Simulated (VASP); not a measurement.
Runs of VASP 6.6.1 on SrCl2. Symmetry: Fm-3m, No. 225, cubic system. Conventional cell: a = 6.977 Å, b = 6.977 Å, c = 6.977 Å, α = 90.00°, β = 90.00°, γ = 90.00°. Within 4.0 Å of Sr (site symmetry m-3m) lie 8 Cl at 3.02 Å. Cl (site symmetry -43m) has 4 Sr at 3.02 Å and 6 Cl at 3.49 Å within 4.0 Å. 

| level | gap on the mesh (eV) | pressure (GPa) |
| --- | --- | --- |
| revPBE | (a) | 2.6 |
| PBEsol | 5.46 | -1.0 |
| PBE | 5.65 | (c) |
| RPBE | 5.94 | (b) |
| BLYP | 5.70 | 2.7 |

Alike in all rows: task single point; potentials or basis VASP PAW PBE potentials, release 64 (Sr_sv, Cl); no spin polarisation; cell as given; k mesh 5 × 5 × 5, shifted; cutoff (eV) 500; smearing gaussian 0.01 eV.

Question: Fill in the values left out.

Answer: (a) 5.91; (b) 3.0; (c) 1.1.

Caveats: a shifted mesh leaves out Γ, where band edges can lie; the PAW data sets were made with another functional, which shifts forces and pressure a little (at least some runs); the cell stands under pressure (at least some runs).

A k mesh can miss the band edges, and the runs leave out spin-orbit coupling on Sr.
